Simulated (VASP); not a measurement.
# Ga3Se (R-3m) in VASP: notebook, part 2 of 2

VASP 6.6.1. Earlier steps stand in the parts before.

## Step 5: Relaxation of cell and atoms, PBE

Contents of INCAR:

```
  PREC = Accurate
  ENCUT = 600
  EDIFF = 1E-7
  ISMEAR = 0
  SIGMA = 0.1
  LREAL = F
  LASPH = T
  NELM = 80
  ALGO = Normal
  ISIF = 3
  LWAVE = F
  LCHARG = F
  GGA = PE
  IBRION = 2
  NSW = 100
  EDIFFG = -0.01
```

Contents of KPOINTS:

```
Automatic mesh
0
Gamma
  12 12 12
```

Contents of POSCAR:

```
Ga3Se
1.0
    1.8788170044      1.0847355032      6.8421223344
   -1.8788170044      1.0847355032      6.8421223344
    0.0000000000     -2.1694710064      6.8421223344
Ga Se
3 1
Direct
    0.7509096907      0.7509096907      0.7509096907
    0.2490903093      0.2490903093      0.2490903093
    0.0000000000      0.0000000000      0.0000000000
    0.5000000000      0.5000000000      0.5000000000
```

Potentials or basis: VASP PAW PBE potentials, release 64 (Ga_d, Se).

The run is started by

```sh
cat potpaw_PBE.64/Ga_d/POTCAR potpaw_PBE.64/Se/POTCAR > POTCAR
mpirun -np 1 vasp_std > vasp.out
```

OUTCAR:

```text
PREC = Accurate
   ENCUT = 600
   EDIFF = 1E-7
   ISMEAR = 0
   LREAL = F
   LASPH = T
   NELM = 80
   ISIF = 3
   GGA = PE
   IBRION = 2
   NSW = 100
   EDIFFG = -0.01

 ion  position               nearest neighbor table
   1  0.751  0.751  0.751-   4 2.75   4 2.75   4 2.75   3 2.77   3 2.77   3 2.77
   2  0.249  0.249  0.249-   4 2.75   4 2.75   4 2.75   3 2.77   3 2.77   3 2.77
   3  0.000  0.000  0.000-   1 2.77   2 2.77   1 2.77   1 2.77   2 2.77   2 2.77
   4  0.500  0.500  0.500-   2 2.75   1 2.75   2 2.75   2 2.75   1 2.75   1 2.75

  LATTYP: Found a trigonal (rhomboedric) cell.
 ALAT       =     7.1778299288
 COS(alpha) =     0.8629709547

  Lattice vectors:

 A1 = (   1.8788170044,   1.0847355032,   6.8421223344)
 A2 = (  -1.8788170044,   1.0847355032,   6.8421223344)
 A3 = (   0.0000000000,  -2.1694710064,   6.8421223344)

Analysis of symmetry for initial positions (statically):
=====================================================================
 Subroutine PRICEL returns:
 Original cell was already a primitive cell.

 Routine SETGRP: Setting up the symmetry group for a
 trigonal (rhombohedral) supercell.
[... 179 lines left out ...]
  --------------------------------------------------------------------------------------
  -------------------------------------------------------------------------------------
  Total       -0.0930249     -0.0930249      0.3535953      0.0000000      0.0000000     -0.0000000
  in kB       -1.7813917     -1.7813917      6.7712151      0.0000000      0.0000000     -0.0000000
  external PRESSURE =       1.0694772 kB  Pullay stress =       0.0000000 kB
[... 253 lines left out ...]
--------------------------------------- Ionic step        8  -------------------------------------------

 number of electron      45.0000004 magnetization

 Free energy of the ion-electron system (eV)
  ---------------------------------------------------
  ext. energy  EPLUGINS =         0.00000000
  ---------------------------------------------------
  free energy    TOTEN  =       -12.81590844 eV

  energy without entropy =      -12.80947112  energy(sigma->0) =      -12.81268978

 E-fermi :   4.8529     XC(G=0): -10.3669

 val. band max:        4.8512954984   @ k =  -0.3333   0.5000   0.3333
 cond. band min:       4.8686815801   @ k =  -0.2500   0.4167   0.1667
 fundamental gap:      0.0173860817
 Fermi energy:         4.8529071051

 k-point     1 :       0.0000    0.0000    0.0000
  band No.  band energies     occupation
      1     -10.2725      2.00000
      2     -10.2725      2.00000
      3     -10.1816      2.00000
      4     -10.1700      2.00000
      5     -10.1700      2.00000
      6     -10.1495      2.00000
[... 709 lines left out ...]
     26       8.0345      0.00000
     27       9.0588      0.00000

 [... further k-points ...]

------------------------ aborting loop because EDIFF is reached ----------------------------------------

  FORCE on cell =-STRESS in cart. coord.  units (eV):
  Direction    XX          YY          ZZ          XY          YZ          ZX
  --------------------------------------------------------------------------------------
  -------------------------------------------------------------------------------------
  Total        0.0089640      0.0089640      0.0209060      0.0000000      0.0000000      0.0000000
  in kB        0.1716458      0.1716458      0.4003155      0.0000000      0.0000000      0.0000000
  external PRESSURE =       0.2478690 kB  Pullay stress =       0.0000000 kB
[... 19 lines left out ...]
  FREE ENERGIE OF THE ION-ELECTRON SYSTEM (eV)
  ---------------------------------------------------
  free  energy   TOTEN  =       -12.8159084381 eV

  energy  without entropy=      -12.8094711192  energy(sigma->0) =      -12.81268978

 reached required accuracy - stopping structural energy minimisation
```

Wall time 3.2 h (1 thread of Intel Xeon 8259CL, shared host); peak memory 0.85 GiB.

What came out:

```
Free energy                  : -12.8159 eV
Energy gained by relaxing    : 1.0 meV/atom
Ionic steps                  : 8
Pressure after relaxing      : 0.0 GPa
Largest force after relaxing : 0.008 eV/Å
Band gap on the k mesh       : zero (an odd number of electrons rules out a gap without spin polarisation)
```

Forces in eV/Å, atoms in the order of the input:
```
Ga   0.000  0.000  0.008
Ga   0.000  0.000 -0.008
Ga   0.000  0.000  0.000
Se   0.000  0.000  0.000
```

Step by step:
```
step  energy change (eV)  largest force (eV/Å)  pressure (GPa)  volume (Å³)
   1              0.0000                0.0171            0.11        83.67
   2             -0.0015                0.0341           -0.01        83.83
   3             -0.0026                0.0715           -0.31        84.20
   4             -0.0035                0.0506           -0.10        83.87
   5             -0.0036                0.0383           -0.01        83.68
   6             -0.0037                0.0371            0.00        83.65
   7             -0.0038                0.0214            0.01        83.66
   8             -0.0039                0.0079            0.02        83.67
```

Final structure:
```xyz
4
Lattice="1.8647 1.0766 6.9467 -1.8647 1.0766 6.9467 0.0000 -2.1532 6.9467" Properties=species:S:1:pos:R:3 pbc="T T T"
Ga    0.0000    0.0000   15.6616
Ga    0.0000    0.0000    5.1784
Ga    0.0000    0.0000    0.0000
Se    0.0000    0.0000   10.4200
```

Levels at points of the mesh, in eV from the Fermi level:
```
           k point  band 20  band 21  band 22  band 23  band 24  band 25  band 26  band 27
(0.00, 0.00, 0.00)    -1.33    -1.20    -0.82     3.65     3.65     3.71     3.71     4.39
(0.50, 0.00, 0.00)    -3.91    -2.58    -2.34    -0.26     0.16     0.85     5.42     5.43
(0.50, 0.50, 0.00)    -3.43    -2.99    -2.67     0.28     1.75     1.81     3.03     3.04
(0.50, 0.50, 0.50)    -1.34    -1.34     1.95     3.12     3.13     3.13     5.16     5.16
```

## Step 6: Overview

| task | cell | k mesh | cutoff (eV) | gap on the mesh (eV) | pressure (GPa) | largest force (eV/Å) |
| --- | --- | --- | --- | --- | --- | --- |
| single point | a = 7.178 Å, angles 30.3°, 4 atoms, atomic positions A | 6 × 6 × 6 | 520 | none | 0.3 | - |
| single point | a = 7.213 Å, angles 29.6°, 4 atoms, atomic positions B | 12 × 12 × 12 | 520 | none | 1.6 | 0.01 |
| single point | a = 7.266 Å, angles 29.7°, 4 atoms, atomic positions C | 12 × 12 × 12 | 520 | none | 0.1 | - |
| relaxation of cell and atoms | relaxed from a = 7.178 Å, angles 30.3°, 4 atoms, atomic positions A | 12 × 12 × 12 | 600 | none | 0.0 | 0.01 |

Alike in all rows: level PBE; potentials or basis VASP PAW PBE potentials, release 64 (Ga_d, Se); no spin polarisation; smearing gaussian 0.1 eV.

Total energies depend on the potentials used, so only differences within one code and one set of settings carry meaning.

The gap in the log of VASP goes by the Fermi energy; the results here count the filled bands.